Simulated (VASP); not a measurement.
# ReS (P6_3/mmc) in VASP: notebook, part 2 of 2

VASP 6.6.1. The steps go on from the part before.

### Step 4. Relaxation of cell and atoms, PBE

This run uses another cell than the first one, of 15.18 Å³/atom, 1.013 times its volume.

INCAR reads:

```
SYSTEM = ReS
PREC = Accurate ; ENCUT = 600
EDIFF = 1E-6 ; ISMEAR = 0
SIGMA = 0.1 ; LREAL = .False.
LASPH = .True. ; NELM = 100
ALGO = Normal ; ISIF = 3
LWAVE = .False. ; LCHARG = .False.
GGA = PE ; IBRION = 2
NSW = 100 ; EDIFFG = -0.01
```

KPOINTS reads:

```
Automatic mesh
0
Gamma
  12 12 8
  0 0 0
```

POSCAR reads:

```
ReS
1.0
    3.6674245962      0.0000000000      0.0000000000
   -1.8337122981      3.1760828667      0.0000000000
    0.0000000000      0.0000000000      5.2131301538
Re S
2 2
Direct
    0.0000000000      0.0000000000      0.0000000000
    0.0000000000      0.0000000000      0.5000000000
    0.3333333333      0.6666666667      0.2500000000
    0.6666666667      0.3333333333      0.7500000000
```

Potentials or basis: VASP PAW PBE potentials, release 64 (Re, S).

On the command line:

```bash
> cat potpaw_PBE.64/Re/POTCAR potpaw_PBE.64/S/POTCAR > POTCAR
> mpirun -np 1 vasp_std > vasp.out
```

OUTCAR:

```text
SYSTEM = ReS
   PREC = Accurate
   ENCUT = 600
   EDIFF = 1E-6
   ISMEAR = 0
   LREAL = .False.
   LASPH = .True.
   NELM = 100
   ISIF = 3
   GGA = PE
   IBRION = 2
   NSW = 100
   EDIFFG = -0.01

 ion  position               nearest neighbor table
   1  0.000  0.000  0.000-   3 2.49   4 2.49   3 2.49   4 2.49   4 2.49   3 2.49   2 2.61   2 2.61

   2  0.000  0.000  0.500-   3 2.49   4 2.49   3 2.49   4 2.49   4 2.49   3 2.49   1 2.61   1 2.61

   3  0.333  0.667  0.250-   1 2.49   2 2.49   1 2.49   2 2.49   1 2.49   2 2.49
   4  0.667  0.333  0.750-   1 2.49   2 2.49   1 2.49   2 2.49   1 2.49   2 2.49

  LATTYP: Found a hexagonal cell.
 ALAT       =     3.6674245962
 C/A-ratio  =     1.4214689401

  Lattice vectors:

 A1 = (   3.6674245962,   0.0000000000,   0.0000000000)
 A2 = (  -1.8337122981,   3.1760828667,   0.0000000000)
 A3 = (   0.0000000000,   0.0000000000,   5.2131301538)

Analysis of symmetry for initial positions (statically):
=====================================================================
 Subroutine PRICEL returns:
 Original cell was already a primitive cell.

 Routine SETGRP: Setting up the symmetry group for a
 hexagonal supercell.

 Subroutine GETGRP returns: Found 24 space group operations
 (whereof 12 operations were pure point group operations)
 out of a pool of 24 trial point group operations.

The static configuration has the point symmetry D_3d.
 The point group associated with its full space group is D_6h.

Analysis of symmetry for dynamics (positions and initial velocities):
=====================================================================
 Subroutine PRICEL returns:
[... 133 lines left out ...]
     AMIX     =   0.40;   BMIX     =  1.00
     AMIX_MAG =   1.60;   BMIX_MAG =  1.00
  volume/ion in A,a.u.               =      15.18       102.44
  Fermi-wavevector in a.u.,A,eV,Ry     =   1.233906  2.331744 20.715198  1.522524
  Thomas-Fermi vector in A             =   2.368618
   LORBIT       =      0    0 simple, 1 ext, 2 COOP (PROOUT), +10 PAW based schemes
   GGA     = PE    functional components
   LHFCALC =     F    Hartree Fock is set to
   AEXX    =    0.0000 exact exchange contribution
   IVDW    =     0    specifies the selected vdW correction
   LEPSILON=     F    determine dielectric tensor
   LRPA    =     F    only Hartree local field effects (RPA)
 conjugate gradient relaxation of ions
 non-spin polarized calculation
 Gauss-broadening in eV      SIGMA  =   0.10
  energy-cutoff  :      600.00
  volume of cell :       60.72
 maximum number of plane-waves:      2049
 NGX is ok and might be reduce to    30
   NGX = 15   NGY = 15   NGZ = 21

--------------------------------------- Ionic step        1  -------------------------------------------

 number of electron      26.0000000 magnetization

 Free energy of the ion-electron system (eV)
  ---------------------------------------------------
  ext. energy  EPLUGINS =         0.00000000
  ---------------------------------------------------
  free energy    TOTEN  =       -31.24956664 eV

  energy without entropy =      -31.23691847  energy(sigma->0) =      -31.24324255

------------------------ aborting loop because EDIFF is reached ----------------------------------------

  FORCE on cell =-STRESS in cart. coord.  units (eV):
  Direction    XX          YY          ZZ          XY          YZ          ZX
  --------------------------------------------------------------------------------------
  -------------------------------------------------------------------------------------
  Total        0.2014058      0.2014058      0.6112673     -0.0000000      0.0000000      0.0000000
  in kB        5.3141165      5.3141165     16.1283589     -0.0000000      0.0000000      0.0000000
  external PRESSURE =       8.9188640 kB  Pullay stress =       0.0000000 kB
[... 253 lines left out ...]
--------------------------------------- Ionic step        8  -------------------------------------------

 number of electron      25.9999997 magnetization

 Free energy of the ion-electron system (eV)
  ---------------------------------------------------
  ext. energy  EPLUGINS =         0.00000000
  ---------------------------------------------------
  free energy    TOTEN  =       -31.25282898 eV

  energy without entropy =      -31.23856821  energy(sigma->0) =      -31.24569859

 E-fermi :   8.7977     XC(G=0): -12.2682

 val. band max:        8.7807588818   @ k =   0.1667   0.0833   0.0000
 cond. band min:       8.8019896051   @ k =   0.3333   0.2500   0.5000
 fundamental gap:      0.0212307233
 Fermi energy:         8.7976582256

 k-point     1 :       0.0000    0.0000    0.0000
  band No.  band energies     occupation
      1      -7.9981      2.00000
      2      -5.4805      2.00000
      3      -0.1077      2.00000
      4       1.5491      2.00000
      5       1.5491      2.00000
      6       3.5968      2.00000
[... 457 lines left out ...]
      4       1.3256      2.00000
      5       1.7815      2.00000
      6       2.7761      2.00000
[... 9 lines left out ...]
     16      10.6379      0.00000
     17      12.1247      0.00000

 [... further k-points ...]
[... 5 lines left out ...]
  --------------------------------------------------------------------------------------
  -------------------------------------------------------------------------------------
  Total       -0.0087696     -0.0087696      0.0008124      0.0000000      0.0000000     -0.0000000
  in kB       -0.2322096     -0.2322096      0.0215103      0.0000000      0.0000000     -0.0000000
  external PRESSURE =      -0.1476363 kB  Pullay stress =       0.0000000 kB
[... 19 lines left out ...]
  FREE ENERGIE OF THE ION-ELECTRON SYSTEM (eV)
  ---------------------------------------------------
  free  energy   TOTEN  =       -31.2528289821 eV

  energy  without entropy=      -31.2385682071  energy(sigma->0) =      -31.24569859

 reached required accuracy - stopping structural energy minimisation
```

OSZICAR:

```text
N       E                     dE             d eps       ncg     rms          rms(c)
DAV:   1     0.121261432576E+03    0.12126E+03   -0.13579E+04  6244   0.184E+03
[... 65 lines left out ...]
       N       E                     dE             d eps       ncg     rms          rms(c)
DAV:   1    -0.312538068916E+02   -0.18690E-02   -0.15141E-01  4863   0.140E+01    0.662E-01
DAV:   2    -0.312531210740E+02    0.68582E-03   -0.33450E-03  5624   0.560E-01    0.358E-01
DAV:   3    -0.312528294626E+02    0.29161E-03   -0.11328E-03  5630   0.578E-01    0.112E-01
DAV:   4    -0.312528262466E+02    0.32160E-05   -0.52993E-05  5510   0.902E-02    0.446E-02
DAV:   5    -0.312528290264E+02   -0.27798E-05   -0.61892E-06  3846   0.656E-02    0.117E-02
DAV:   6    -0.312528289821E+02    0.44372E-07   -0.50709E-07  2167   0.265E-02
   8 F= -.31252829E+02 E0= -.31245699E+02  d E =-.655847E-04
```

CONTCAR:

```text
ReS
   1.00000000000000
     3.6256820011554964    0.0000000000000000    0.0000000000000000
    -1.8128410005777482    3.1399327189740749    0.0000000000000000
     0.0000000000000000   -0.0000000000000000    5.3149688226900214
  Re              S
     2     2
Direct
     0.0000000000000000    0.0000000000000000    1.0000000000000000
     0.0000000000000000    0.0000000000000000    0.5000000000000000
     0.3333333332999970    0.6666666667000030    0.2500000000000000
     0.6666666667000030    0.3333333332999970    0.7500000000000000

  0.00000000E+00  0.00000000E+00  0.00000000E+00
  0.00000000E+00  0.00000000E+00  0.00000000E+00
  0.00000000E+00  0.00000000E+00  0.00000000E+00
  0.00000000E+00  0.00000000E+00  0.00000000E+00
```

Run time: 7.7 min. Hardware: 1 thread of AMD EPYC 7R43 (Zen 3), shared host; peak memory 0.24 GiB.

What came out:

```
Free energy                            : -31.2528 eV
Relaxed volume                         : 15.13 Å³/atom
Relaxed cell                           : a = 3.626 Å, b = 3.626 Å, c = 5.315 Å, α = 90.00°, β = 90.00°, γ = 120.00°
Space group after relaxing (to 0.05 Å) : P6_3/mmc (No. 194)
Energy gained by relaxing              : 0.8 meV/atom
Ionic steps                            : 8
Pressure after relaxing                : 0.0 GPa
Band gap on the k mesh                 : zero (band 13 reaches 9.21 eV, above the bottom of band 14 at 7.09 eV)
```

Step by step:
```
step  energy change (eV)  largest force (eV/Å)  pressure (GPa)  volume (Å³)
   1              0.0000                0.0000            0.89        60.72
   2              0.0021                0.0000           -1.98        61.47
   3             -0.0010                0.0000           -0.15        60.99
   4             -0.0014                0.0000           -0.12        60.94
   5             -0.0025                0.0000           -0.02        60.78
   6             -0.0032                0.0000            0.26        60.45
   7             -0.0024                0.0000           -1.03        60.72
   8             -0.0033                0.0000           -0.01        60.51
```

Final structure:
```
CELL_PARAMETERS angstrom
3.62568 0.00000 0.00000
-1.81284 3.13993 0.00000
0.00000 0.00000 5.31497
ATOMIC_POSITIONS crystal
Re 0.00000 0.00000 0.00000
Re 0.00000 0.00000 0.50000
S 0.33333 0.66667 0.25000
S 0.66667 0.33333 0.75000
```

Levels at points of the mesh, in eV from the Fermi level:
```tsv
k point	band 11	band 12	band 13	band 14	band 15	band 16
(0.00, 0.00, 0.00)	-2.43	-2.25	-2.25	1.04	1.04	2.25
(0.50, 0.00, 0.00)	-0.82	-0.59	-0.33	0.75	0.97	1.54
(0.00, 0.00, 0.50)	-1.95	-1.95	-1.71	-1.71	2.15	2.15
(0.50, 0.00, 0.50)	-0.36	-0.36	-0.27	-0.27	1.38	1.38
```

Caveat: spin-orbit coupling is left out, which moves the levels of the heavy elements.

### Step 5. Single point, PBE, collinear spin, ferromagnetic start

INCAR reads:

```
SYSTEM = ReS
PREC = Accurate
ENCUT = 520
EDIFF = 1E-7
ISMEAR = 0
SIGMA = 0.1
LREAL = .FALSE.
LASPH = .TRUE.
NELM = 150
ALGO = Normal
ISIF = 2
LWAVE = .FALSE.
LCHARG = .TRUE.
ISPIN = 2
MAGMOM = 3.5 3.5 0 0
LORBIT = 11
LMAXMIX = 4
GGA = PE
LELF = .TRUE.
LVHAR = .TRUE.
NBANDS = 25
```

KPOINTS reads:

```
Automatic mesh
0
G
  12 12 8
  0 0 0
```

POSCAR reads:

```
ReS
1.0
    3.5948908969      0.0000000000      0.0000000000
   -1.7974454484      3.1132668405      0.0000000000
    0.0000000000      0.0000000000      5.3577963613
Re S
2 2
Direct
    0.0000000000      0.0000000000      0.0000000000
    0.0000000000      0.0000000000      0.5000000000
    0.3333333333      0.6666666667      0.2500000000
    0.6666666667      0.3333333333      0.7500000000
```

Potentials or basis: VASP PAW PBE potentials, release 64 (Re, S).

On the command line:

```bash
> cat potpaw_PBE.64/Re/POTCAR potpaw_PBE.64/S/POTCAR > POTCAR
> mpirun -np 1 vasp_std > vasp.out
```

OUTCAR:

```text
SYSTEM = ReS
   PREC = Accurate
   ENCUT = 520
   EDIFF = 1E-7
   ISMEAR = 0
   LREAL = .FALSE.
   LASPH = .TRUE.
   NELM = 150
   ISIF = 2
   ISPIN = 2
   LORBIT = 11
   GGA = PE

 ion  position               nearest neighbor table
   1  0.000  0.000  0.000-   3 2.47   4 2.47   3 2.47   4 2.47   4 2.47   3 2.47   2 2.68   2 2.68

   2  0.000  0.000  0.500-   3 2.47   4 2.47   3 2.47   4 2.47   4 2.47   3 2.47   1 2.68   1 2.68

   3  0.333  0.667  0.250-   1 2.47   2 2.47   1 2.47   2 2.47   1 2.47   2 2.47
   4  0.667  0.333  0.750-   1 2.47   2 2.47   1 2.47   2 2.47   1 2.47   2 2.47

  LATTYP: Found a hexagonal cell.
 ALAT       =     3.5948908969
 C/A-ratio  =     1.4903919243

  Lattice vectors:

 A1 = (   3.5948908969,   0.0000000000,   0.0000000000)
 A2 = (  -1.7974454484,   3.1132668405,   0.0000000000)
 A3 = (   0.0000000000,   0.0000000000,   5.3577963613)

Analysis of symmetry for initial positions (statically):
=====================================================================
 Subroutine PRICEL returns:
 Original cell was already a primitive cell.

[... 1548 lines left out ...]
     25      19.1423      0.00000

 [... further k-points ...]
[... 5 lines left out ...]
  --------------------------------------------------------------------------------------
  -------------------------------------------------------------------------------------
  Total        0.3813679      0.3813679      0.3975558      0.0000000      0.0000000     -0.0000000
  in kB       10.1898186     10.1898186     10.6223459      0.0000000      0.0000000     -0.0000000
  external PRESSURE =      10.3339943 kB  Pullay stress =       0.0000000 kB

 VOLUME and BASIS-vectors are now :
 -----------------------------------------------------------------------------
  energy-cutoff  :      520.00
  volume of cell :       59.96
      direct lattice vectors                 reciprocal lattice vectors
     3.594890897  0.000000000  0.000000000     0.278172559  0.160603002  0.000000000
    -1.797445448  3.113266841  0.000000000     0.000000000  0.321206004  0.000000000
     0.000000000  0.000000000  5.357796361     0.000000000  0.000000000  0.186643898

 POSITION                                       TOTAL-FORCE (eV/Angst)
 -----------------------------------------------------------------------------------
      0.00000      0.00000      0.00000         0.000000      0.000000      0.000000
      0.00000      0.00000      2.67890         0.000000      0.000000      0.000000
     -0.00000      2.07551      1.33945         0.000000     -0.000000     -0.000000
      1.79745      1.03776      4.01835        -0.000000      0.000000      0.000000
 -----------------------------------------------------------------------------------
    total drift:                                0.000000     -0.000000     -0.000000

  FREE ENERGIE OF THE ION-ELECTRON SYSTEM (eV)
  ---------------------------------------------------
  free  energy   TOTEN  =       -31.2494571690 eV

  energy  without entropy=      -31.2372211612  energy(sigma->0) =      -31.24333917

 total charge

# of ion       s       p       d       tot
------------------------------------------
    1        0.480   0.491   5.060   6.032
    2        0.480   0.491   5.060   6.032
    3        1.293   2.356   0.000   3.650
    4        1.293   2.356   0.000   3.650
--------------------------------------------------
tot          3.548   5.696  10.120  19.363

 magnetization (x)

# of ion       s       p       d       tot
------------------------------------------
    1       -0.000   0.000  -0.000  -0.000
    2       -0.000   0.000  -0.000  -0.000
    3        0.000   0.000   0.000   0.000
    4        0.000   0.000   0.000   0.000
--------------------------------------------------
tot          0.000   0.000  -0.000  -0.000
```

OSZICAR:

```text
N       E                     dE             d eps       ncg     rms          rms(c)
DAV:   1     0.101052081840E+03    0.10105E+03   -0.11948E+04 18856   0.113E+03
DAV:   2    -0.240035511415E+02   -0.12506E+03   -0.11550E+03 17716   0.314E+02
DAV:   3    -0.301834136050E+02   -0.61799E+01   -0.60221E+01 16717   0.988E+01
DAV:   4    -0.303173929089E+02   -0.13398E+00   -0.13290E+00 15942   0.106E+01
DAV:   5    -0.303215058439E+02   -0.41129E-02   -0.41097E-02 16247   0.304E+00    0.435E+01
DAV:   6    -0.309087715353E+02   -0.58727E+00   -0.17785E+00 18080   0.287E+01    0.187E+01
DAV:   7    -0.312551615855E+02   -0.34639E+00   -0.50373E-01 16104   0.453E+00    0.905E+00
DAV:   8    -0.312467268374E+02    0.84347E-02   -0.59654E-02 16808   0.232E+00    0.281E+00
DAV:   9    -0.312450836493E+02    0.16432E-02   -0.75330E-03 17280   0.118E+00    0.792E-01
DAV:  10    -0.312487407889E+02   -0.36571E-02   -0.13914E-03 16000   0.285E-01    0.463E-01
DAV:  11    -0.312493610444E+02   -0.62026E-03   -0.92580E-04 16750   0.225E-01    0.132E-01
DAV:  12    -0.312494385154E+02   -0.77471E-04   -0.11426E-04 15200   0.831E-02    0.438E-02
DAV:  13    -0.312494552618E+02   -0.16746E-04   -0.18408E-05 15983   0.437E-02    0.210E-02
DAV:  14    -0.312494569631E+02   -0.17014E-05   -0.20115E-06 15744   0.119E-02    0.621E-03
DAV:  15    -0.312494571177E+02   -0.15459E-06   -0.98892E-08  9528   0.509E-03    0.338E-03
DAV:  16    -0.312494571690E+02   -0.51295E-07   -0.44040E-08  7575   0.613E-03
   1 F= -.31249457E+02 E0= -.31243339E+02  d E =-.122360E-01  mag=    -0.0001
```

stdout:

```text
POSCAR found type information on POSCAR ReS
 POSCAR found :  2 types and       4 ions
 scaLAPACK will be used
 LDA part: xc-table for (Slater+PW92), standard interpolation
 POSCAR, INCAR and KPOINTS ok, starting setup
 FFT: planning ... GRIDC
 FFT: planning ... GRID_SOFT
 FFT: planning ... GRID
 WAVECAR not read
 entering main loop
```

It took 4.9 min on 1 thread of AMD EPYC 7R43 (Zen 3), shared host; peak memory 0.3 GiB.

What came out:

```yaml
Free_energy: -31.2495 eV
Pressure: 1.0 GPa
Band_gap_on_the_k_mesh: zero (filled and empty bands overlap)
Net_moment: 0.00 μB per cell
Valence_electrons_inside_the_program's_atomic_spheres: Re 6.03; S 3.65
```

Caveat: spin-orbit coupling is left out, which moves the levels of the heavy elements.

### Step 6. The runs side by side

| task | spin | cell | cutoff (eV) | gap on the mesh (eV) | pressure (GPa) | moment (μB) |
| --- | --- | --- | --- | --- | --- | --- |
| single point | collinear, antiferromagnetic start | a = 3.595, b = 3.595, c = 5.358 Å, angles 90.0, 90.0, 120.0°, 4 atoms | 520 | none | 1.0 | 0.00 |
| single point | off | a = 3.595, b = 3.595, c = 5.358 Å, angles 90.0, 90.0, 120.0°, 4 atoms | 520 | none | 1.0 | - |
| relaxation of cell and atoms | off | relaxed from a = 3.667, b = 3.667, c = 5.213 Å, angles 90.0, 90.0, 120.0°, 4 atoms | 600 | none | 0.0 | - |
| single point | collinear, ferromagnetic start | a = 3.595, b = 3.595, c = 5.358 Å, angles 90.0, 90.0, 120.0°, 4 atoms | 520 | none | 1.0 | 0.00 |

Alike in all rows: level PBE; potentials or basis VASP PAW PBE potentials, release 64 (Re, S); k mesh 12 × 12 × 8; smearing gaussian 0.1 eV.

Every run on the cell as given and a fine mesh finds a metal.

Caveats: spin-orbit coupling is left out, which moves the levels of the heavy elements.

Absolute energies hang on the potentials; compare differences alone.
